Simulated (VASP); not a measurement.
# Al4Cu2H in VASP: notebook, part 2 of 2

VASP 6.6.1.

### 3 Single point, PBE

File INCAR:

```
PREC = Accurate
ENCUT = 520
EDIFF = 1E-6
ISMEAR = 0
SIGMA = 0.1
LREAL = False
LASPH = True
NELM = 100
ALGO = Normal
ISIF = 2
LWAVE = False
LCHARG = False
LDIPOL = True
IDIPOL = 3
DIPOL = 0.5 0.5 0.345
GGA = PE
NBANDS = 26
```

File KPOINTS:

```
Automatic mesh
0
Gamma
  9 9 1
```

File POSCAR:

```
Al4Cu2H
1.0
    4.0889418899      0.0000000000      0.0000000000
    2.0442840433      3.5412354524      0.0000000000
    0.0000000000      0.0000000000     20.3610078836
Al Cu H
4 2 1
Direct
    0.6667174561      0.6667174561      0.1964539291
    0.3334044385      0.3334044385      0.2784404877
    0.0000542489      0.0000542489      0.3605162434
    0.6667259434      0.6667259434      0.4351949537
    0.0000609473      0.0000609473      0.2374472084
    0.3333908767      0.3333908767      0.4027831442
    0.6667259434      0.8889481657      0.5020169832
```

Potentials or basis: VASP PAW PBE potentials, release 64 (Al, Cu, H).

The run is started by

```bash
cat potpaw_PBE.64/Al/POTCAR potpaw_PBE.64/Cu/POTCAR potpaw_PBE.64/H/POTCAR > POTCAR
mpirun -np 1 vasp_std > vasp.out
```

OUTCAR:

```text
PREC = Accurate
   ENCUT = 520
   EDIFF = 1E-6
   ISMEAR = 0
   LREAL = False
   LASPH = True
   NELM = 100
   ISIF = 2
   GGA = PE

 ion  position               nearest neighbor table
   1  0.667  0.667  0.196-   5 2.50   5 2.50   5 2.50   2 2.89   2 2.89   2 2.89
   2  0.333  0.333  0.278-   5 2.50   5 2.50   5 2.50   6 2.53   1 2.89   1 2.89   1 2.89   3 2.89
                             3 2.89   3 2.89
   3  0.000  0.000  0.361-   5 2.51   6 2.51   6 2.51   6 2.51   4 2.81   4 2.81   4 2.81   2 2.89
                             2 2.89   2 2.89
   4  0.667  0.667  0.435-   7 1.64   6 2.45   6 2.45   6 2.45   3 2.81   3 2.81   3 2.81
   5  0.000  0.000  0.237-   1 2.50   2 2.50   1 2.50   2 2.50   1 2.50   2 2.50   3 2.51
   6  0.333  0.333  0.403-   4 2.45   4 2.45   4 2.45   3 2.51   3 2.51   3 2.51   2 2.53
   7  0.667  0.889  0.502-   4 1.64

  LATTYP: Found a base centered orthorhombic cell.
 ALAT       =     4.0891287873
 B/A-ratio  =     1.7319452535
 C/A-ratio  =     4.9793021797

  Lattice vectors:

 A1 = (  -2.0442840433,  -3.5412354524,   0.0000000000)
 A2 = (   4.0889418899,   0.0000000000,   0.0000000000)
 A3 = (   0.0000000000,   0.0000000000,  20.3610078836)

Analysis of symmetry for initial positions (statically):
=====================================================================
 Subroutine PRICEL returns:
 Original cell was already a primitive cell.

 Routine SETGRP: Setting up the symmetry group for a
 base centered orthorhombic supercell.

 Subroutine GETGRP returns: Found  1 space group operations
 (whereof  1 operations were pure point group operations)
 out of a pool of  8 trial point group operations.

The static configuration has the point symmetry C_1 .

Analysis of symmetry for dynamics (positions and initial velocities):
=====================================================================
 Subroutine PRICEL returns:
 Original cell was already a primitive cell.

 Routine SETGRP: Setting up the symmetry group for a
 base centered orthorhombic supercell.

 Subroutine GETGRP returns: Found  1 space group operations
 (whereof  1 operations were pure point group operations)
 out of a pool of  8 trial point group operations.

The dynamic configuration has the point symmetry C_1 .

 Subroutine INISYM returns: Found  1 space group operations
 (whereof  1 operations are pure point group operations),
 and found     1 'primitive' translations

----------------------------------------------------------------------------------------

                                     Primitive cell

  volume of cell :     294.8255

  direct lattice vectors                    reciprocal lattice vectors
     4.088941890  0.000000000  0.000000000     0.244562047 -0.141180754  0.000000000
     2.044284043  3.541235452  0.000000000     0.000000000  0.282387323  0.000000000
     0.000000000  0.000000000 20.361007884     0.000000000  0.000000000  0.049113482

  length of vectors
     4.088941890  4.088941890 20.361007884     0.282387323  0.282387323  0.049113482

  position of ions in fractional coordinates (direct lattice)
     0.666717456  0.666717456  0.196453929
     0.333404438  0.333404438  0.278440488
     0.000054249  0.000054249  0.360516243
     0.666725943  0.666725943  0.435194954
     0.000060947  0.000060947  0.237447208
     0.333390877  0.333390877  0.402783144
     0.666725943  0.888948166  0.502016983

  ion indices of the primitive-cell ions
   primitive index   ion index
                 1           1
[... 64 lines left out ...]
   dimension x,y,z NGXF=    60 NGYF=   60 NGZF=  320
   ions per type =               4   2   1
   NGX,Y,Z   is equivalent  to a cutoff of  12.20, 12.20, 13.06 a.u.
   NGXF,Y,Z  is equivalent  to a cutoff of  24.39, 24.39, 26.13 a.u.
 SYSTEM =  unknown system
   PREC   = accura    normal or accurate (medium, high low for compatibility)
   ISTART =      0    job   : 0-new  1-cont  2-samecut
   ICHARG =      2    charge: 1-file 2-atom 10-const
   ISPIN  =      1    spin polarized calculation?
   LNONCOLLINEAR =      F non collinear calculations
   LSORBIT =      F    spin-orbit coupling
   LASPH  =      T    aspherical Exc in radial PAW
   ENCUT  =  520.0 eV  38.22 Ry    6.18 a.u.   7.60  7.60 37.86*2*pi/ulx,y,z
   NELM   =    100;   NELMIN=  2; NELMDL= -5     # of ELM steps
   EDIFF  = 0.1E-05   stopping-criterion for ELM
   LREAL  =      F    real-space projection
   EDIFFG = 0.1E-04   stopping-criterion for IOM
   NSW    =      0    number of steps for IOM
   IBRION =     -1    ionic relax: 0-MD 1-quasi-New 2-CG
   NFREE  =      0    steps in history (QN), initial steepest desc. (CG)
   ISIF   =      2    stress and relaxation
   ISYM   =      2    0-nonsym 1-usesym 2-fastsym
   POTIM  = 0.5000    time-step for ionic-motion
   TEBEG  =    0.0;   TEEND  =   0.0 temperature during run
   PSTRESS=    0.0 pullay stress
   NELECT =      35.0000    total number of electrons
   NUPDOWN=      -1.0000    fix difference up-down
   EMIN   =  10.00;   EMAX   =-10.00  energy-range for DOS
   EFERMI =   0.00;   METHOD = LEGACY
   ISMEAR =     0;   SIGMA  =   0.10  broadening in eV -4-tet -1-fermi 0-gaus
   EFERMI_NEDOS =   21; number of points for ismear=-14 and -15
   IALGO  =     38    algorithm
   IMIX   =      4    mixing-type and parameters
     AMIX     =   0.40;   BMIX     =  1.00
     AMIX_MAG =   1.60;   BMIX_MAG =  1.00
  volume/ion in A,a.u.               =      42.12       284.23
  Fermi-wavevector in a.u.,A,eV,Ry     =   0.804592  1.520459  8.807986  0.647369
  Thomas-Fermi vector in A             =   1.912678
   LORBIT       =      0    0 simple, 1 ext, 2 COOP (PROOUT), +10 PAW based schemes
   GGA     = PE    functional components
   LHFCALC =     F    Hartree Fock is set to
   AEXX    =    0.0000 exact exchange contribution
   IVDW    =     0    specifies the selected vdW correction
   LEPSILON=     F    determine dielectric tensor
   LRPA    =     F    only Hartree local field effects (RPA)
 non-spin polarized calculation
 Gauss-broadening in eV      SIGMA  =   0.10
  energy-cutoff  :      520.00
  volume of cell :      294.83
 maximum number of plane-waves:      7989
   NGX = 15   NGY = 15   NGZ = 75

 number of electron      34.9999971 magnetization

 dipolmoment           0.000000      0.000000      0.102197 electrons x Angstroem

 Free energy of the ion-electron system (eV)
  ---------------------------------------------------
  ext. energy  EPLUGINS =         0.00000000
  ---------------------------------------------------
  free energy    TOTEN  =       -24.49509086 eV

  energy without entropy =      -24.48073301  energy(sigma->0) =      -24.48791194

 E-fermi :  -0.6662     XC(G=0):  -4.3828

 val. band max:       -0.6816704350   @ k =  -0.2222   0.4444   0.0000
 cond. band min:      -0.6590469798   @ k =   0.4444   0.4444   0.0000
 fundamental gap:      0.0226234552
 Fermi energy:        -0.6662496211

 k-point     1 :       0.0000    0.0000    0.0000
  band No.  band energies     occupation
      1     -10.2375      2.00000
      2      -8.7407      2.00000
      3      -6.0067      2.00000
      4      -4.9523      2.00000
      5      -4.8988      2.00000
      6      -4.8452      2.00000
[... 685 lines left out ...]
     25       4.0236      0.00000
     26       4.4091      0.00000

 [... further k-points ...]

------------------------ aborting loop because EDIFF is reached ----------------------------------------

 vacuum level on the upper side and lower side of the slab       (xc-potential included)         0.612        -0.632

  FORCE on cell =-STRESS in cart. coord.  units (eV):
  Direction    XX          YY          ZZ          XY          YZ          ZX
  --------------------------------------------------------------------------------------
  -------------------------------------------------------------------------------------
  Total        0.5076507      1.0857492     -1.5210653     -0.2865604      0.3947572     -0.4760079
  in kB        2.7587386      5.9003135     -8.2659622     -1.5572621      2.1452386     -2.5867816
  external PRESSURE =       0.1310300 kB  Pullay stress =       0.0000000 kB

 VOLUME and BASIS-vectors are now :
 -----------------------------------------------------------------------------
  energy-cutoff  :      520.00
  volume of cell :      294.83
      direct lattice vectors                 reciprocal lattice vectors
     4.088941890  0.000000000  0.000000000     0.244562047 -0.141180754  0.000000000
     2.044284043  3.541235452  0.000000000     0.000000000  0.282387323  0.000000000
     0.000000000  0.000000000 20.361007884     0.000000000  0.000000000  0.049113482

 POSITION                                       TOTAL-FORCE (eV/Angst)
 -----------------------------------------------------------------------------------
      4.08913      2.36100      4.00000        -0.036603     -0.028273      0.700796
      2.04484      1.18066      5.66933        -0.029609     -0.076762     -0.320437
      0.00033      0.00019      7.34047         0.078266      0.007677      0.101358
      4.08918      2.36103      8.86101         0.088214      0.083153      0.040659
      0.00037      0.00022      4.83466         0.062423     -0.012689     -0.205099
      2.04476      1.18062      8.20107         0.077477      0.031209     -0.318311
      4.54347      3.14797     10.22157        -0.240169     -0.004315      0.001035
 -----------------------------------------------------------------------------------
    total drift:                                0.000052     -0.000127     -0.002190

  FREE ENERGIE OF THE ION-ELECTRON SYSTEM (eV)
  ---------------------------------------------------
  free  energy   TOTEN  =       -24.4950908646 eV

  energy  without entropy=      -24.4807330148  energy(sigma->0) =      -24.48791194

 vacuum level on the upper side and lower side of the slab         4.404         3.127
```

Wall time 12 min (1 thread of Intel Xeon Platinum 8488C (Sapphire Rapids), shared host); peak memory 0.53 GiB.

Results:

```
Free energy            : -24.4951 eV
Largest force          : 0.702 eV/Å
Band gap on the k mesh : zero (an odd number of electrons rules out a gap without spin polarisation)
```

Forces in eV/Å, atoms in the order of the input:
```
Al  -0.037 -0.028  0.701
Al  -0.030 -0.077 -0.320
Al   0.078  0.008  0.101
Al   0.088  0.083  0.041
Cu   0.062 -0.013 -0.205
Cu   0.077  0.031 -0.318
H   -0.240 -0.004  0.001
```
